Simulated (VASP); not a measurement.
# CuSi16 (a cell with a defect) in VASP: further runs, part 2 of 2

VASP 6.6.1. Earlier steps stand in the parts before.

**3. Single point, PBE**

INCAR reads:

```
PREC = Accurate
ENCUT = 520
EDIFF = 1E-6
ISMEAR = -1
SIGMA = 0.05
LREAL = Auto
LASPH = True
NELM = 80
ALGO = Normal
ISIF = 2
LWAVE = False
LCHARG = True
GGA = PE
LELF = True
LVHAR = True
NELECT = 74.0
NBANDS = 52
```

KPOINTS reads:

```
regular mesh
0
Gamma
  2 2 2
```

POSCAR reads:

```
CuSi16
1.0
    0.0000000000      5.4300000000      5.4300000000
    5.4300000000      0.0000000000      5.4300000000
    5.4300000000      5.4300000000      0.0000000000
Si Cu
16 1
Direct
    0.0139801105      0.0095405157     -0.0334373849
    0.1179905157      0.1202927256      0.1219041436
   -0.0001958564     -0.0012319521      0.4934965930
    0.1355340700      0.1345254144      0.5951123389
   -0.0222854512      0.5076287293      0.0065756906
    0.1179718232      0.6393662983      0.1217996317
   -0.0001309392      0.5076727440      0.4933863720
    0.1135885820      0.6261777164      0.6337224678
    0.5081862799     -0.0178037753      0.0031533149
    0.6425749540      0.1188826888      0.1190351750
    0.5091690608     -0.0001281768      0.4908268877
    0.6266754144      0.1153571823      0.6303945672
    0.5081260589      0.5059118785      0.0029914365
    0.6075804788      0.6134900552      0.1647379374
    0.4870371087      0.4880048803      0.5366249540
    0.6267335175      0.6272762431      0.6303000000
    0.3283472376      0.3301551565      1.0107498158
```

Potentials or basis: VASP PAW PBE potentials, release 64 (Si, Cu).

Command:

```
$ cat potpaw_PBE.64/Si/POTCAR potpaw_PBE.64/Cu/POTCAR > POTCAR
$ mpirun -np 1 vasp_std > vasp.out
```

It took 8 min on 1 thread of Intel Xeon 8259CL, shared host; peak memory 0.47 GiB.

It converged, with:

```
Free energy   : -94.2056 eV
Largest force : 0.117 eV/Å
```

Forces on the atoms (eV/Å):
```
Si   0.010 -0.008 -0.012
Si  -0.007  0.001  0.002
Si  -0.003 -0.005 -0.003
Si   0.008  0.004 -0.006
Si   0.003  0.003 -0.003
Si   0.001 -0.002  0.009
Si   0.002 -0.004  0.000
Si  -0.001  0.000  0.001
Si   0.001  0.006 -0.016
Si   0.007  0.001 -0.008
Si   0.004  0.002 -0.006
Si   0.002  0.016 -0.011
Si   0.023  0.014  0.004
Si   0.003  0.022 -0.009
Si   0.006  0.008 -0.006
Si   0.008  0.012 -0.001
Cu  -0.068 -0.069  0.065
```

Levels at points of the mesh, in eV from the Fermi level:
```tsv
k point	band 33	band 34	band 35	band 36	band 37	band 38	band 39	band 40	band 41	band 42
(0.00, 0.00, 0.00)	-1.17	-1.14	-0.57	-0.22	-0.03	0.03	0.16	0.54	0.56	0.71
(0.50, 0.00, 0.00)	-2.04	-1.04	-0.99	-0.94	-0.78	0.58	1.05	1.11	1.27	1.38
(0.00, 0.50, 0.00)	-2.05	-1.05	-0.97	-0.94	-0.76	0.60	1.04	1.12	1.28	1.39
(0.00, 0.00, 0.50)	-2.20	-0.94	-0.94	-0.59	-0.52	0.53	0.97	1.38	1.42	1.54
(0.50, 0.50, 0.50)	-2.05	-1.05	-0.97	-0.94	-0.76	0.60	1.04	1.12	1.27	1.39
(0.50, 0.50, 0.00)	-1.87	-1.61	-1.53	-1.48	-1.17	0.67	0.86	1.87	2.05	2.17
(0.00, 0.50, 0.50)	-1.87	-1.61	-1.53	-1.48	-1.18	0.67	0.86	1.87	2.05	2.17
(0.50, 0.00, 0.50)	-1.87	-1.62	-1.52	-1.47	-1.20	0.67	0.86	1.87	2.05	2.18
```

Caveat: the k points lie up to 0.50 Å⁻¹ apart; the cell carries a net charge on a neutralising background, which shifts energy and pressure; the cell is charged against a uniform background, so pressure and absolute levels hang on convention.

**4. Single point, PBE**

INCAR reads:

```
PREC = Accurate
ENCUT = 520
EDIFF = 1E-6
ISMEAR = -1
SIGMA = 0.05
LREAL = Auto
LASPH = T
NELM = 80
ALGO = Normal
ISIF = 2
LWAVE = F
LCHARG = F
GGA = PE
NELECT = 74.0
NBANDS = 52
```

KPOINTS reads:

```
Automatic mesh
0
Gamma
  2 2 2
```

POSCAR reads:

```
CuSi16
1.0
    0.0000000000      5.4300000000      5.4300000000
    5.4300000000      0.0000000000      5.4300000000
    5.4300000000      5.4300000000      0.0000000000
Si Cu
16 1
Direct
    0.0177798343      0.0105547882     -0.0393150092
    0.1165059853      0.1186345304      0.1225293738
   -0.0028697053     -0.0022800184      0.4952684162
    0.1369798343      0.1369783610      0.5887906998
   -0.0178918048      0.5054748619      0.0065308471
    0.1164983425      0.6419154696      0.1225099448
   -0.0028238490      0.5096170350      0.4952459484
    0.1147566298      0.6251325046      0.6347280847
    0.5068926335     -0.0147955801      0.0035340700
    0.6475400552      0.1167269797      0.1184693370
    0.5105259669     -0.0010942910      0.4914147330
    0.6239662983      0.1174988950      0.6319108656
    0.5068989871      0.5038816759      0.0034719153
    0.6106169429      0.6150672192      0.1586878453
    0.4884069061      0.4905930939      0.5301439227
    0.6240054328      0.6263593923      0.6318702578
    0.2963949355      0.2936818600      1.1157527624
```

Command:

```
$ cat potpaw_PBE.64/Si/POTCAR potpaw_PBE.64/Cu/POTCAR > POTCAR
$ mpirun -np 1 vasp_std > vasp.out
```

It took 7 min on 1 thread of Intel Xeon 8259CL, shared host; peak memory 0.47 GiB.

The run converged. Its results:

| Quantity | Value |
| --- | --- |
| Free energy | -94.2062 eV |
| Largest force | 0.116 eV/Å |

Forces on the atoms (eV/Å):
```
Si  -0.005 -0.027  0.007
Si  -0.018 -0.012  0.002
Si  -0.010 -0.009  0.002
Si  -0.006 -0.010  0.006
Si  -0.007  0.001  0.007
Si  -0.003 -0.010  0.018
Si  -0.003 -0.009  0.009
Si  -0.006 -0.001  0.006
Si  -0.002 -0.003 -0.006
Si   0.001 -0.003  0.000
Si  -0.003  0.003  0.002
Si   0.001  0.009 -0.002
Si   0.009 -0.001  0.001
Si  -0.009  0.005  0.010
Si  -0.009 -0.004  0.009
Si   0.001  0.008 -0.002
Cu   0.070  0.064 -0.068
```

Levels at points of the mesh, in eV from the Fermi level:
| k point | band 35 | band 36 | band 37 | band 38 | band 39 | band 40 |
| --- | --- | --- | --- | --- | --- | --- |
| (0.00, 0.00, 0.00) | -0.57 | -0.22 | -0.03 | 0.04 | 0.16 | 0.54 |
| (0.50, 0.00, 0.00) | -0.99 | -0.94 | -0.78 | 0.58 | 1.05 | 1.12 |
| (0.00, 0.50, 0.00) | -0.97 | -0.94 | -0.76 | 0.60 | 1.04 | 1.12 |
| (0.00, 0.00, 0.50) | -0.94 | -0.60 | -0.52 | 0.53 | 0.97 | 1.38 |
| (0.50, 0.50, 0.50) | -0.97 | -0.94 | -0.76 | 0.60 | 1.04 | 1.12 |
| (0.50, 0.50, 0.00) | -1.53 | -1.48 | -1.17 | 0.67 | 0.86 | 1.87 |
| (0.00, 0.50, 0.50) | -1.53 | -1.48 | -1.17 | 0.67 | 0.86 | 1.87 |
| (0.50, 0.00, 0.50) | -1.52 | -1.47 | -1.20 | 0.67 | 0.86 | 1.88 |

Caveat: the k points lie up to 0.50 Å⁻¹ apart; the cell carries a net charge on a neutralising background, which shifts energy and pressure; the cell is charged against a uniform background, so pressure and absolute levels hang on convention.

**5. Single point, PBE**

Changes to INCAR since step 4:

```diff
@@ -2,3 +2,3 @@
 ENCUT = 520
-EDIFF = 1E-6
+EDIFF = 1E-7
 ISMEAR = -1
@@ -7,3 +7,3 @@
 LASPH = T
-NELM = 80
+NELM = 100
 ALGO = Normal
```

KPOINTS is that of step 4.

POSCAR reads:

```
CuSi16
1.0
    0.0000000000      5.4300000000      5.4300000000
    5.4300000000      0.0000000000      5.4300000000
    5.4300000000      5.4300000000      0.0000000000
Si Cu
16 1
Direct
    0.0213630755      0.0076000921     -0.0370881215
    0.1168952118      0.1190038674      0.1242007366
   -0.0062143646     -0.0030355433      0.4981088398
    0.1347375691      0.1369790055      0.5910764273
   -0.0134104972      0.5024504604      0.0081003683
    0.1169369245      0.6394205341      0.1242639963
   -0.0062041436      0.5108897790      0.4981658379
    0.1159310313      0.6241455801      0.6356008287
    0.5054947514     -0.0100422652      0.0038094843
    0.6508279926      0.1158458564      0.1170211786
    0.5111383978     -0.0013833333      0.4913687845
    0.6201114180      0.1220012891      0.6317349908
    0.5055422652      0.5002612339      0.0038487109
    0.6132593923      0.6184109576      0.1495201657
    0.4894966851      0.4947904236      0.5207038674
    0.6201128913      0.6258880295      0.6317871087
    0.2848153775      0.2751347145      1.1644061694
```

Command:

```
$ cat potpaw_PBE.64/Si/POTCAR potpaw_PBE.64/Cu/POTCAR > POTCAR
$ mpirun -np 1 vasp_std > vasp.out
```

It took 9.8 min on 1 thread of Intel Xeon 8259CL, shared host; peak memory 0.46 GiB.

It converged, with:

| Quantity | Value |
| --- | --- |
| Free energy | -94.2287 eV |
| Largest force | 0.030 eV/Å |

Forces on the atoms (eV/Å):
```
Si   0.008 -0.023 -0.006
Si  -0.015 -0.007 -0.002
Si  -0.009 -0.002  0.005
Si   0.002  0.003 -0.002
Si  -0.007 -0.001  0.007
Si   0.000 -0.006  0.014
Si  -0.004 -0.002  0.010
Si  -0.007  0.005  0.006
Si  -0.006 -0.003 -0.010
Si   0.010 -0.004 -0.009
Si   0.004  0.005 -0.005
Si   0.001  0.013 -0.001
Si   0.009 -0.004  0.003
Si  -0.004  0.008  0.006
Si  -0.006  0.007  0.005
Si   0.001  0.012  0.000
Cu   0.022  0.001 -0.020
```

Levels at points of the mesh, in eV from the Fermi level:
```csv
k point,band 35,band 36,band 37,band 38,band 39,band 40
"(0.00, 0.00, 0.00)",-0.63,-0.19,-0.06,0.05,0.38,0.59
"(0.50, 0.00, 0.00)",-0.88,-0.88,-0.80,0.50,1.16,1.24
"(0.00, 0.50, 0.00)",-0.90,-0.86,-0.76,0.55,1.11,1.25
"(0.00, 0.00, 0.50)",-0.90,-0.64,-0.53,0.52,1.00,1.34
"(0.50, 0.50, 0.50)",-0.90,-0.86,-0.76,0.55,1.11,1.25
"(0.50, 0.50, 0.00)",-1.47,-1.43,-1.09,0.65,0.98,1.94
"(0.00, 0.50, 0.50)",-1.47,-1.43,-1.09,0.65,0.98,1.94
"(0.50, 0.00, 0.50)",-1.50,-1.42,-1.12,0.67,0.98,1.94
```

Caveat: the k points lie up to 0.50 Å⁻¹ apart; the cell carries a net charge on a neutralising background, which shifts energy and pressure; the cell is charged against a uniform background, so pressure and absolute levels hang on convention.
